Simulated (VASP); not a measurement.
Wanted: the native input for a VASP 6.6.1 run.

- Task: single point
- Functional: PBEsol
- Potentials or basis: VASP PAW PBE potentials, release 64 (B)
- Cutoff: 520 eV
- k mesh: 6 × 6 × 6
- Occupations: gaussian, width 0.1 eV
- Spin: no spin polarisation
- Dipole correction: no
- Further INCAR settings: ALGO = Normal; EDIFF = 1e-06; NBANDS = 22

The structure of B lies in POSCAR:

```
B
1.0
    3.1541851063     -0.1446764006      0.1776006082
   -0.1299779895      5.3821589679     -0.4705012176
    0.1783732281     -0.4661670781      3.4971061553
B
8
Direct
    0.1220363292      0.0632932971      0.0605266071
   -0.1219754534     -0.0633038268      0.4394957147
    0.8779648892      0.4367014119     -0.0605317250
    0.1219743168      0.5632997656      0.5604999599
    0.6442910870      0.1198749246     -0.1090876602
    0.3557462007     -0.1198572495      0.6091089871
    0.3557101540      0.3801298028      0.1090911113
    0.6442524765      0.6198618744      0.3908970051
```

One way to write it, as run:

INCAR

```
PREC     = Accurate       # precision mode
ENCUT    = 520            # plane-wave cutoff, eV
EDIFF    = 1E-6           # SCF threshold, eV
ISMEAR   = 0              # smearing method
SIGMA    = 0.1            # smearing width, eV
LREAL    = F              # projectors in reciprocal space
LASPH    = T              # aspherical terms in the spheres
NELM     = 60             # most SCF steps
ALGO     = Normal         # electronic algorithm
ISIF     = 2              # what is computed and relaxed
LWAVE    = F              # write WAVECAR
LCHARG   = T              # write CHGCAR
GGA      = PS             # functional
LELF     = T              # ELF
LVHAR    = T            
NBANDS   = 22             # bands
```

KPOINTS

```
regular mesh
0
Gamma
  6 6 6
```

Potentials or basis: VASP PAW PBE potentials, release 64 (B).

The run is started by

```bash
$ cat potpaw_PBE.64/B/POTCAR > POTCAR
$ mpirun -np 1 vasp_std > vasp.out
```

Results of the run:

```
Pressure               : 0.3 GPa
Largest force          : 0.010 eV/Å
Band gap on the k mesh : zero (band 12 reaches 8.21 eV, above the bottom of band 13 at 4.71 eV)
```

Caveat: the PAW data sets were made with another functional, which shifts forces and pressure a little.

It took 69 s on 1 thread of Intel Xeon 6975P-C, on a shared host, peak memory 0.23 GiB.
